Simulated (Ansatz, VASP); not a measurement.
LiCoAs in VASP and in Ansatz

```
Li Co As
1.0
     3.75677    0.00000    0.00000
     0.00000    3.75677    0.00000
     0.00000    0.00000    6.20219
Li Co As
2 2 2
Cartesian
  0.0000 1.8784 4.1607
  1.8784 0.0000 2.0415
  1.8784 1.8784 0.0000
  0.0000 0.0000 0.0000
  1.8784 0.0000 4.7889
  0.0000 1.8784 1.4132
```

Change from the starting cell: volume scaled by 1.04, crystal datasets.

Alike in both runs: task electric field gradients; functional LDA; k mesh 8 × 8 × 5; occupations fermi-dirac, width 0.05 eV; no spin polarisation.

```csv
,VASP,Ansatz
version,VASP 6.6.1,Ansatz 0.2.0
potentials or method,"VASP PAW LDA potentials, release 64 (Li_sv, Co, As), cutoff 520 eV","all-electron PAW with datasets made for the crystal, scalar-relativistic"
```

|  | VASP | Ansatz | Ansatz less VASP |
| --- | --- | --- | --- |
| rms of the force components (eV/Å) | 0.253 | 0.260 | +0.0077 |
| size of Vzz on the site where it differs most (V/Å²) | 50.2 | 53.1 | +2.90 |

LDA's correlation is that of Perdew and Zunger in VASP and of Perdew and Wang (1992) in Ansatz. Atom by atom the forces differ by 0.008 eV/Å (rms over components). Ansatz ran all-electron here, and VASP with PAW potentials.

Noted on VASP's run: the cutoff is under 1.25 times that of the potentials, so the pressure is a little rough.
